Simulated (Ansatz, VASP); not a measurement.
**One calculation of GaN, two programs**

```xyz
4
Lattice="3.3002 0.0000 0.0000 -1.6501 2.8581 0.0000 0.0000 0.0000 4.7557" Properties=species:S:1:pos:R:3 pbc="T T T"
Ga    0.0000    1.9054    1.1889
Ga    1.6501    0.9527    3.5667
N     0.0000    1.9054    3.5667
N     1.6501    0.9527    1.1889
```

Alike in both runs: functional r2SCAN; k mesh 12 × 12 × 6; occupations gaussian, width 0.02 eV; no spin polarisation.

Ansatz relaxed the structure, and its values are those at the end. VASP's run is a single point on that final structure, the one shown.

|  | VASP | Ansatz |
| --- | --- | --- |
| version | VASP 6.6.1 | Ansatz 0.2.0 |
| potentials or method | VASP PAW PBE potentials, release 64 (Ga_d, N), cutoff 520 eV | scalar-relativistic, plane waves, PAW |
| valence electrons in the cell | 36 | 36 |

VASP gave:

```
gap on the k mesh at the Fermi level (eV) : 1.88
least direct gap on the mesh (eV)         : 1.88
pressure (GPa)                            : 0.9
```

Question: Estimate Ansatz's values.

Answer: gap on the k mesh at the Fermi level (eV): 1.87; least direct gap on the mesh (eV): 1.87; pressure (GPa): 0.0.

VASP's potentials were made for PBE, not for r2SCAN.
